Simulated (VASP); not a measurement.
Input of a VASP 6.6.1 run:

The input INCAR:

```
ALGO     = Normal         # electronic algorithm
EDIFF    = 1E-6           # SCF threshold, eV
ENCUT    = 520            # plane-wave cutoff, eV
GGA      = PS             # functional
ISIF     = 2              # what is computed and relaxed
ISMEAR   = 0              # smearing method
LASPH    = T              # aspherical terms in the spheres
LCHARG   = F              # write CHGCAR
LREAL    = F              # projectors in reciprocal space
LWAVE    = F              # write WAVECAR
NBANDS   = 35             # bands
NELM     = 100            # most SCF steps
PREC     = Accurate       # precision mode
SIGMA    = 0.05           # smearing width, eV
```

Contents of KPOINTS:

```
k-points
0
Gamma
  12 12 2
```

POSCAR

```
Te2Mo
1.0
    3.5813440987      0.0000000000      0.0000000000
   -1.7906720493      3.1015349692      0.0000000000
    0.0000000000      0.0000000000     14.0085389608
Te Mo
4 2
Direct
    0.3333333333      0.6666666667      0.6211281373
    0.6666666667      0.3333333333      0.1211281373
    0.3333333333      0.6666666667      0.8788718627
    0.6666666667      0.3333333333      0.3788718627
    0.3333333333      0.6666666667      0.2500000000
    0.6666666667      0.3333333333      0.7500000000
```

Potentials or basis: VASP PAW PBE potentials, release 64 (Te, Mo_sv).

Run with:

```bash
$ cat potpaw_PBE.64/Te/POTCAR potpaw_PBE.64/Mo_sv/POTCAR > POTCAR
$ mpirun -np 1 vasp_std > vasp.out
```

Task: What does it give for the band gap on the k mesh?

Result: 0.69 eV, indirect (least direct gap 0.93 eV).

Task: What does it give for the pressure?

Result: -4.2 GPa.

Task: Estimate the largest force.

Result: 0.391 eV/Å.

Stress tensor (GPa, compression positive):
```
-4.65  0.00  0.00
 0.00 -4.65  0.00
 0.00  0.00 -3.19
```

Caveat: the cell differs from its parent crystal (strain +0.025 along x and y, +0.000 along z); the PAW data sets were made with another functional, which shifts forces and pressure a little; spin-orbit coupling is left out, which moves the levels of the heavy elements; this functional lacks dispersion, which binds the layers, so the pressure and a relaxed spacing across them are unreliable. A k mesh can miss the band edges.
